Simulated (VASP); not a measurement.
**BaTiO3: single point with PBE+U**

Crystal: BaTiO3.

```xyz
5
Lattice="4.1084 0.0000 0.0000 0.0000 2.9451 3.0302 0.0000 -2.9451 3.0302" Properties=species:S:1:pos:R:3 pbc="T T T"
Ba    0.0000    0.0000    0.0490
Ti    2.0542    0.0000    3.1497
O     0.0000    0.0000    2.9795
O     2.0542   -1.4407    4.4750
O     2.0542    1.4407    4.4750
```

This cell differs from its parent crystal: strain +0.025 along x and y, +0.050 along z.

| Quantity | Value |
| --- | --- |
| Program | VASP 6.6.1 |
| Task | single point |
| Functional | PBE |
| Potentials or basis | VASP PAW PBE potentials, release 64 (Ba_sv, Ti_sv, O) |
| Cutoff | 520 eV |
| k mesh | 6 × 6 × 6 |
| Occupations | gaussian, width 0.05 eV |
| Spin | no spin polarisation |
| Hubbard terms | Ti d U = 4.0 eV |
| Dipole correction | no |
| Further INCAR settings | ALGO = Normal; EDIFF = 1e-06; NBANDS = 28 |

```
Pressure               : -9.8 GPa
Largest force          : 0.444 eV/Å
Band gap on the k mesh : 2.20 eV, indirect (least direct gap 2.65 eV)
```

Forces on the atoms (eV/Å):
```
Ba   0.000  0.000  0.055
Ti   0.000  0.000  0.444
O    0.000  0.000  0.021
O    0.000  0.258 -0.260
O    0.000 -0.258 -0.260
```

Stress tensor (GPa, compression positive):
```
 -9.15   0.00   0.00
  0.00  -8.14   0.00
  0.00   0.00 -12.19
```

Levels at points of the mesh, in eV from the valence-band top:
| k point | band 17 | band 18 | band 19 | band 20 | band 21 | band 22 | band 23 | band 24 |
| --- | --- | --- | --- | --- | --- | --- | --- | --- |
| (0.00, 0.00, 0.00) | -0.91 | -0.55 | -0.51 | -0.45 | 2.20 | 2.38 | 2.39 | 3.48 |
| (0.50, 0.00, 0.00) | -1.50 | -1.49 | -1.15 | -0.91 | 2.48 | 3.43 | 3.49 | 3.58 |
| (0.00, 0.50, 0.00) | -1.59 | -1.48 | -0.91 | -0.80 | 2.40 | 3.43 | 3.43 | 3.48 |
| (0.50, 0.50, 0.00) | -1.85 | -0.95 | -0.92 | -0.07 | 3.45 | 3.55 | 3.84 | 3.84 |
| (0.00, 0.50, 0.50) | -1.81 | -1.04 | -0.94 | -0.22 | 3.41 | 3.49 | 3.73 | 4.14 |
| (0.50, 0.50, 0.50) | -2.26 | -0.15 | -0.02 | 0.00 | 3.90 | 3.95 | 4.01 | 5.66 |

Eigenvalues of the final occupation matrices:
```tsv
site	spin	trace	eigenvalues
site 2 d	1	0.76	0.10 0.11 0.11 0.22 0.22
site 2 d	2	0.76	0.10 0.11 0.11 0.22 0.22
```

Run time: 59 s on 1 thread of Intel Xeon 6975P-C (shared host), peak memory 0.25 GiB.

Caveat: the cell differs from its parent crystal (strain +0.025 along x and y, +0.050 along z); spin-orbit coupling is left out, which moves the levels of the heavy elements. A k mesh can miss the band edges.
